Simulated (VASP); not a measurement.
# Ga2GeSeS4 (I-42m) in VASP: further runs

Ga2GeSeS4 is run at these levels: PBE; tasks: single point, relaxation of cell and atoms.

Program: VASP 6.6.1. These are calculated values, not measurements. Logs are shortened: lines on timing, memory, paths and dates and some standing lists are left out, and cuts for length are marked.

**1. The cell of the first run**

The structure is tetragonal, space group I-42m (No. 121). Conventional cell: a = 4.999 Å, b = 4.999 Å, c = 14.640 Å, α = 90.00°, β = 90.00°, γ = 90.00°. S (site symmetry m) has 2 Ga at 2.30 Å and 1 Ge at 2.80 Å and 1 Se at 2.83 Å within 3.0 Å. Within 3.7 Å of Ge (site symmetry -42m) lie 4 S at 2.80 Å and 4 Se at 3.53 Å. Within 3.7 Å of Se (site symmetry -42m) lie 4 S at 2.83 Å and 4 Ge at 3.53 Å. Ga (site symmetry -4) has 4 S at 2.30 Å within 3.0 Å.

**2. Single point, PBE**

Input file INCAR:

```
SYSTEM = Ga2GeSeS4
PREC = Accurate
ENCUT = 520
EDIFF = 1E-6
ISMEAR = 1
SIGMA = 0.0318
LREAL = .FALSE.
LASPH = .TRUE.
NELM = 80
ALGO = Normal
ISIF = 2
LWAVE = .FALSE.
LCHARG = .TRUE.
GGA = PE
LELF = .TRUE.
LVHAR = .TRUE.
NBANDS = 45
```

Input file KPOINTS:

```
regular mesh
0
G
  5 5 5
  0 0 0
```

Input file POSCAR:

```
Ga2GeSeS4
1.0
    0.0000000000      4.9986599958     -0.0000002311
    4.9986599958      0.0000000000     -0.0000002311
    2.4993296595      2.4993296595     -7.3199420036
S Ge Se Ga
4 1 1 2
Direct
    0.4026709277      0.4026709277      0.7007395282
    0.5973290723      0.1034104559      0.2992604718
    0.8965895441      0.8965895441      0.7007395282
    0.1034104559      0.5973290723      0.2992604718
    0.5000000000      0.5000000000      0.0000000000
    0.0000000000      0.0000000000      0.0000000000
    0.7500000000      0.2500000000      0.5000000000
    0.2500000000      0.7500000000      0.5000000000
```

Potentials or basis: VASP PAW PBE potentials, release 64 (S, Ge_d, Se, Ga_d).

Started as:

```
$ cat potpaw_PBE.64/S/POTCAR potpaw_PBE.64/Ge_d/POTCAR potpaw_PBE.64/Se/POTCAR potpaw_PBE.64/Ga_d/POTCAR > POTCAR
$ mpirun -np 1 vasp_std > vasp.out
```

OUTCAR:

```text
SYSTEM = Ga2GeSeS4
   PREC = Accurate
   ENCUT = 520
   EDIFF = 1E-6
   ISMEAR = 1
   LREAL = .FALSE.
   LASPH = .TRUE.
   NELM = 80
   ISIF = 2
   GGA = PE

 ion  position               nearest neighbor table
   1  0.403  0.403  0.701-   7 2.30   8 2.30   5 2.80
   2  0.597  0.103  0.299-   8 2.30   7 2.30   5 2.80
   3  0.897  0.897  0.701-   7 2.30   8 2.30   5 2.80
   4  0.103  0.597  0.299-   7 2.30   8 2.30   5 2.80
   5  0.500  0.500  0.000-   3 2.80   2 2.80   4 2.80   1 2.80
   6  0.000  0.000  0.000-
   7  0.750  0.250  0.500-   4 2.30   3 2.30   1 2.30   2 2.30
   8  0.250  0.750  0.500-   2 2.30   3 2.30   1 2.30   4 2.30

  LATTYP: Found a body centered tetragonal cell.
 ALAT       =     4.9986599958
 C/A-ratio  =     2.9287616196

  Lattice vectors:

 A1 = (  -2.4993296595,   2.4993303363,   7.3199417725)
 A2 = (   2.4993303363,  -2.4993296595,   7.3199417725)
 A3 = (   2.4993296595,   2.4993296595,  -7.3199420036)

Analysis of symmetry for initial positions (statically):
=====================================================================
 Subroutine PRICEL returns:
 Original cell was already a primitive cell.

 Routine SETGRP: Setting up the symmetry group for a
 body centered tetragonal supercell.

 Subroutine GETGRP returns: Found  8 space group operations
 (whereof  8 operations were pure point group operations)
 out of a pool of 16 trial point group operations.

The static configuration has the point symmetry D_2d.

Analysis of symmetry for dynamics (positions and initial velocities):
=====================================================================
 Subroutine PRICEL returns:
 Original cell was already a primitive cell.

 Routine SETGRP: Setting up the symmetry group for a
 body centered tetragonal supercell.

 Subroutine GETGRP returns: Found  8 space group operations
 (whereof  8 operations were pure point group operations)
 out of a pool of 16 trial point group operations.

The dynamic configuration has the point symmetry D_2d.

 Subroutine INISYM returns: Found  8 space group operations
 (whereof  8 operations are pure point group operations),
 and found     1 'primitive' translations

----------------------------------------------------------------------------------------

                                     Primitive cell

  volume of cell :     182.9005

  direct lattice vectors                    reciprocal lattice vectors
     0.000000000  4.998659996 -0.000000231     0.000000003  0.200053618  0.068306545
     4.998659996  0.000000000 -0.000000231     0.200053618  0.000000003  0.068306545
     2.499329659  2.499329659 -7.319942004    -0.000000006 -0.000000006 -0.136613109

  length of vectors
     4.998659996  4.998659996  8.128643702     0.211393553  0.211393553  0.136613109

  position of ions in fractional coordinates (direct lattice)
     0.402670928  0.402670928  0.700739528
     0.597329072  0.103410456  0.299260472
     0.896589544  0.896589544  0.700739528
     0.103410456  0.597329072  0.299260472
     0.500000000  0.500000000  0.000000000
     0.000000000  0.000000000  0.000000000
     0.750000000  0.250000000  0.500000000
     0.250000000  0.750000000  0.500000000

  ion indices of the primitive-cell ions
   primitive index   ion index
                 1           1
                 2           2
                 3           3
                 4           4
                 5           5
                 6           6
                 7           7
                 8           8

----------------------------------------------------------------------------------------

 KPOINTS: regular mesh

Automatic generation of k-mesh.
 Grid dimensions read from file:
 generate k-points for:    5    5    5

 Generating k-lattice:

  Cartesian coordinates                     Fractional coordinates (reciprocal lattice)
     0.000000001  0.040010724  0.013661309     0.200000000  0.000000000  0.000000000
     0.040010724  0.000000001  0.013661309     0.000000000  0.200000000  0.000000000
    -0.000000001 -0.000000001 -0.027322622     0.000000000  0.000000000  0.200000000

  Length of vectors
     0.042278711  0.042278711  0.027322622

  Shift w.r.t. Gamma in fractional coordinates (k-lattice)
     0.000000000  0.000000000  0.000000000

 Subroutine IBZKPT returns following result:
 ===========================================

 Found     18 irreducible k-points:

 Following reciprocal coordinates:
            Coordinates               Weight
  0.000000  0.000000  0.000000      1.000000
  0.200000 -0.000000  0.000000      8.000000
  0.400000 -0.000000  0.000000      8.000000
  0.200000  0.200000  0.000000      8.000000
  0.400000  0.200000  0.000000     16.000000
 -0.400000  0.200000  0.000000     16.000000
[... 10 lines left out ...]
  0.000000  0.000000  0.400000      2.000000
 -0.200000  0.000000  0.400000      4.000000
   k-points           NKPTS =     18   k-points in BZ     NKDIM =     18   number of bands    NBANDS=     45
   number of dos      NEDOS =    301   number of ions     NIONS =      8
   total plane-waves  NPLWV =  96000
   dimension x,y,z NGX =    40 NGY =   40 NGZ =   60
   dimension x,y,z NGXF=    80 NGYF=   80 NGZF=  120
   ions per type =               4   1   1   2
   NGX,Y,Z   is equivalent  to a cutoff of  13.30, 13.30, 12.27 a.u.
   NGXF,Y,Z  is equivalent  to a cutoff of  26.61, 26.61, 24.54 a.u.
 SYSTEM =  Ga2GeSeS4
   PREC   = accura    normal or accurate (medium, high low for compatibility)
   ISTART =      0    job   : 0-new  1-cont  2-samecut
   ICHARG =      2    charge: 1-file 2-atom 10-const
   ISPIN  =      1    spin polarized calculation?
   LNONCOLLINEAR =      F non collinear calculations
   LSORBIT =      F    spin-orbit coupling
   LASPH  =      T    aspherical Exc in radial PAW
   ENCUT  =  520.0 eV  38.22 Ry    6.18 a.u.   9.29  9.29 15.11*2*pi/ulx,y,z
   NELM   =     80;   NELMIN=  2; NELMDL= -5     # of ELM steps
   EDIFF  = 0.1E-05   stopping-criterion for ELM
   LREAL  =      F    real-space projection
   EDIFFG = 0.1E-04   stopping-criterion for IOM
   NSW    =      0    number of steps for IOM
   IBRION =     -1    ionic relax: 0-MD 1-quasi-New 2-CG
   NFREE  =      0    steps in history (QN), initial steepest desc. (CG)
   ISIF   =      2    stress and relaxation
   ISYM   =      2    0-nonsym 1-usesym 2-fastsym
   POTIM  = 0.5000    time-step for ionic-motion
   TEBEG  =    0.0;   TEEND  =   0.0 temperature during run
   PSTRESS=    0.0 pullay stress
   NELECT =      70.0000    total number of electrons
   NUPDOWN=      -1.0000    fix difference up-down
   EMIN   =  10.00;   EMAX   =-10.00  energy-range for DOS
   EFERMI =   0.00;   METHOD = LEGACY
   ISMEAR =     1;   SIGMA  =   0.03  broadening in eV -4-tet -1-fermi 0-gaus
   EFERMI_NEDOS =   21; number of points for ismear=-14 and -15
   IALGO  =     38    algorithm
   IMIX   =      4    mixing-type and parameters
     AMIX     =   0.40;   BMIX     =  1.00
     AMIX_MAG =   1.60;   BMIX_MAG =  1.00
  volume/ion in A,a.u.               =      22.86       154.28
  Fermi-wavevector in a.u.,A,eV,Ry     =   1.188600  2.246129 19.221918  1.412771
  Thomas-Fermi vector in A             =   2.324726
   LORBIT       =      0    0 simple, 1 ext, 2 COOP (PROOUT), +10 PAW based schemes
   GGA     = PE    functional components
   LHFCALC =     F    Hartree Fock is set to
   AEXX    =    0.0000 exact exchange contribution
   IVDW    =     0    specifies the selected vdW correction
   LEPSILON=     F    determine dielectric tensor
   LRPA    =     F    only Hartree local field effects (RPA)
 non-spin polarized calculation
 Methfessel and Paxton  Order N= 1 SIGMA  =   0.03
  energy-cutoff  :      520.00
  volume of cell :      182.90
 maximum number of plane-waves:      4951
 NGX is ok and might be reduce to    40
   NGX = 19   NGY = 19   NGZ = 31

 number of electron      70.0000000 magnetization

 Free energy of the ion-electron system (eV)
  ---------------------------------------------------
  ext. energy  EPLUGINS =         0.00000000
  ---------------------------------------------------
  free energy    TOTEN  =       -31.72314267 eV

  energy without entropy =      -31.72335486  energy(sigma->0) =      -31.72321340

 E-fermi :   3.4920     XC(G=0):  -9.3748

 val. band max:        3.4674364289   @ k =   0.2000   0.2000   0.0000
 cond. band min:       3.9838069783   @ k =   0.0000   0.0000   0.4000
 fundamental gap:      0.5163705494
 Fermi energy:         3.4919709856

 k-point     1 :       0.0000    0.0000    0.0000
  band No.  band energies     occupation
      1     -21.5065      2.00000
      2     -21.5049      2.00000
      3     -21.5031      2.00000
      4     -21.5031      2.00000
      5     -21.4984      2.00000
      6     -11.4873      2.00000
[... 37 lines left out ...]
     44       6.8883      0.00000
     45       8.4144      0.00000

 k-point     2 :       0.2000   -0.0000    0.0000
  band No.  band energies     occupation
      1     -21.5064      2.00000
      2     -21.5049      2.00000
      3     -21.5031      2.00000
      4     -21.5031      2.00000
      5     -21.4983      2.00000
      6     -11.4826      2.00000
[... 37 lines left out ...]
     44       7.4810      0.00000
     45       9.3052      0.00000

 k-point     3 :       0.4000   -0.0000    0.0000
  band No.  band energies     occupation
      1     -21.5063      2.00000
      2     -21.5050      2.00000
      3     -21.5032      2.00000
      4     -21.5031      2.00000
      5     -21.4983      2.00000
      6     -11.4729      2.00000
[... 709 lines left out ...]
     44       8.1387      0.00000
     45       9.3559      0.00000

 k-point    18 :      -0.2000    0.0000    0.4000
  band No.  band energies     occupation
      1     -21.5064      2.00000
      2     -21.5049      2.00000
      3     -21.5031      2.00000
      4     -21.5031      2.00000
      5     -21.4983      2.00000
      6     -11.4933      2.00000
[... 37 lines left out ...]
     44       8.5310      0.00000
     45       9.5310      0.00000

------------------------ aborting loop because EDIFF is reached ----------------------------------------

  FORCE on cell =-STRESS in cart. coord.  units (eV):
  Direction    XX          YY          ZZ          XY          YZ          ZX
  --------------------------------------------------------------------------------------
  -------------------------------------------------------------------------------------
  Total       -0.0628601     -0.0628601     -0.0414651     -0.0000000      0.0000000      0.0000000
  in kB       -0.5506437     -0.5506437     -0.3632272     -0.0000000      0.0000000      0.0000000
  external PRESSURE =      -0.4881715 kB  Pullay stress =       0.0000000 kB

 VOLUME and BASIS-vectors are now :
 -----------------------------------------------------------------------------
  energy-cutoff  :      520.00
  volume of cell :      182.90
      direct lattice vectors                 reciprocal lattice vectors
     0.000000000  4.998659996 -0.000000231     0.000000003  0.200053618  0.068306545
     4.998659996  0.000000000 -0.000000231     0.200053618  0.000000003  0.068306545
     2.499329659  2.499329659 -7.319942004    -0.000000006 -0.000000006 -0.136613109

 POSITION                                       TOTAL-FORCE (eV/Angst)
 -----------------------------------------------------------------------------------
      3.76419      3.76419     -5.12937        -0.001447     -0.001447      0.010839
      1.26486      3.73380     -2.19057        -0.001447      0.001447     -0.010839
      6.23313      6.23313     -5.12937         0.001447      0.001447      0.010839
      3.73380      1.26486     -2.19057         0.001447     -0.001447     -0.010839
      2.49933      2.49933     -0.00000         0.000000      0.000000      0.000000
      0.00000      0.00000      0.00000         0.000000      0.000000      0.000000
      2.49933      4.99866     -3.65997         0.000000      0.000000      0.000000
      4.99866      2.49933     -3.65997         0.000000      0.000000      0.000000
 -----------------------------------------------------------------------------------
    total drift:                                0.000004      0.000004     -0.000002

  FREE ENERGIE OF THE ION-ELECTRON SYSTEM (eV)
  ---------------------------------------------------
  free  energy   TOTEN  =       -31.7231426703 eV

  energy  without entropy=      -31.7233548598  energy(sigma->0) =      -31.72321340
```

Wall time 90 s (1 thread of AMD EPYC 9R45 (Zen 5), shared host); peak memory 0.35 GiB.

What came out:

```yaml
Free_energy: -31.7231 eV
Pressure: 0.0 GPa
Largest_force: 0.011 eV/Å
Band_gap_on_the_k_mesh: 0.52 eV (least direct gap 0.74 eV)
```

Forces on the atoms (eV/Å):
```
S   -0.001 -0.001  0.011
S   -0.001  0.001 -0.011
S    0.001  0.001  0.011
S    0.001 -0.001 -0.011
Ge   0.000  0.000  0.000
Se   0.000  0.000  0.000
Ga   0.000  0.000  0.000
Ga   0.000  0.000  0.000
```

Levels at points of the mesh, in eV from the valence-band top:
```tsv
k point	band 33	band 34	band 35	band 36	band 37	band 38
(0.00, 0.00, 0.00)	-0.92	-0.17	-0.17	0.88	2.37	2.37
```

Caveat: semilocal functionals underestimate gaps, and a narrow one can read as zero.

**3. Relaxation of cell and atoms, PBE**

This run uses another cell than the first one, of 21.43 Å³/atom.

Input file INCAR:

```
PREC = Accurate ; ENCUT = 600
EDIFF = 1E-6 ; ISMEAR = 1
SIGMA = 0.0318 ; LREAL = False
LASPH = True ; NELM = 60
ALGO = Normal ; ISIF = 3
LWAVE = False ; LCHARG = False
GGA = PE ; IBRION = 2
NSW = 80 ; EDIFFG = -0.03
```

Input file KPOINTS:

```
regular mesh
0
Gamma
  5 5 5
```

Input file POSCAR:

```
Ga2GeSeS4
1.0
    0.0000000000      5.6298790000      0.0000000000
    5.6298790000      0.0000000000      0.0000000000
    2.8149390000      2.8149390000     -5.4081120000
S Ge Se Ga
4 1 1 2
Direct
    0.4000000000      0.4000000000      0.7358000000
    0.6000000000      0.1358000000      0.2642000000
    0.8642000000      0.8642000000      0.7358000000
    0.1358000000      0.6000000000      0.2642000000
    0.5000000000      0.5000000000      0.0000000000
    0.0000000000      0.0000000000      0.0000000000
    0.7500000000      0.2500000000      0.5000000000
    0.2500000000      0.7500000000      0.5000000000
```

Potentials or basis: VASP PAW PBE potentials, release 64 (S, Ge_d, Se, Ga_d).

Started as:

```
$ cat potpaw_PBE.64/S/POTCAR potpaw_PBE.64/Ge_d/POTCAR potpaw_PBE.64/Se/POTCAR potpaw_PBE.64/Ga_d/POTCAR > POTCAR
$ mpirun -np 1 vasp_std > vasp.out
```

Run time: 27 min. Hardware: 1 thread of AMD EPYC 9R45 (Zen 5), shared host; peak memory 0.45 GiB.

It converged, with:

| Item | Value |
| --- | --- |
| Free energy | -31.7059 eV |
| Relaxed volume | 22.89 Å³/atom |
| Relaxed cell | a = 5.004 Å, b = 5.004 Å, c = 8.124 Å, α = 72.06°, β = 72.06°, γ = 90.00° |
| Space group after relaxing (to 0.1 Å) | I-42m (No. 121) |
| Energy gained by relaxing | 434.5 meV/atom |
| Ionic steps | 28 |
| Pressure after relaxing | -0.1 GPa |
| Largest force after relaxing | 0.022 eV/Å |
| Band gap on the k mesh | 0.51 eV (least direct gap 0.73 eV) |

Forces on the atoms (eV/Å):
```
S   -0.013 -0.013  0.011
S   -0.013  0.013 -0.011
S    0.013  0.013  0.011
S    0.013 -0.013 -0.011
Ge   0.000  0.000  0.000
Se   0.000  0.000  0.000
Ga   0.000  0.000  0.000
Ga   0.000  0.000  0.000
```

The path:
```
step  energy change (eV)  largest force (eV/Å)  pressure (GPa)  volume (Å³)
   1              0.0000                0.6083           10.85       171.41
   2             -1.0837                0.2885           -0.56       209.98
   3             -1.0867                0.3031           -0.11       207.55
   4             -1.0865                0.2980           -0.27       208.32
   5             -1.1269                0.3737           -0.32       208.24
   6             -1.3062                0.4710           -0.51       207.90
   7             -1.8252                0.3726           -1.13       206.72
   8             -2.4838                1.1494           -0.77       202.44
   9             -2.4932                1.1941           -0.71       202.33
  10             -2.5125                1.3309           -0.53       202.00
  11             -2.5102                1.6111           -0.07       201.23
  12             -2.5173                1.4659           -0.32       201.64
  13             -2.5463                1.4449           -0.37       201.54
  14             -2.6312                1.3774           -0.53       201.25
  15             -2.7903                1.2354           -0.82       200.62
  16             -3.0569                0.9216           -1.44       199.25
  17             -3.3222                0.2196           -2.72       196.04
  18             -3.4114                0.2587           -1.43       189.88
  19             -3.4503                0.3050            0.26       183.14
  20             -3.4504                0.3079            0.38       182.68
  21             -3.4634                0.1978            0.25       182.48
  22             -3.4736                0.0680            0.03       182.05
  23             -3.4737                0.0576            0.04       182.09
  24             -3.4750                0.0454            0.05       182.22
  25             -3.4758                0.0337            0.08       182.36
  26             -3.4752                0.0254            0.16       182.64
  27             -3.4759                0.0287            0.14       182.44
  28             -3.4762                0.0218           -0.10       183.10
```

Final structure:
```cif
data_structure
_symmetry_space_group_name_H-M 'P 1'
_symmetry_Int_Tables_number 1
_cell_length_a 5.0037
_cell_length_b 5.0037
_cell_length_c 8.1240
_cell_angle_alpha 72.064
_cell_angle_beta 72.064
_cell_angle_gamma 90.000
_cell_volume 183.10
loop_
_atom_site_label
_atom_site_type_symbol
_atom_site_fract_x
_atom_site_fract_y
_atom_site_fract_z
_atom_site_occupancy
S1 S 0.40329 0.40329 0.70069 1
S2 S 0.59671 0.10399 0.29931 1
S3 S 0.89601 0.89601 0.70069 1
S4 S 0.10399 0.59671 0.29931 1
Ge1 Ge 0.50000 0.50000 0.00000 1
Se1 Se 0.00000 0.00000 0.00000 1
Ga1 Ga 0.75000 0.25000 0.50000 1
Ga2 Ga 0.25000 0.75000 0.50000 1
```

Levels at points of the mesh, in eV from the valence-band top:
| k point | band 32 | band 33 | band 34 | band 35 | band 36 | band 37 | band 38 | band 39 |
| --- | --- | --- | --- | --- | --- | --- | --- | --- |
| (0.00, 0.00, 0.00) | -0.93 | -0.93 | -0.16 | -0.16 | 0.87 | 2.37 | 2.37 | 2.81 |

Caveat: semilocal functionals underestimate gaps, and a narrow one can read as zero; a cell axis changed by over 15 % at a fixed basis, so the end point is rough. A k mesh can miss the band edges.
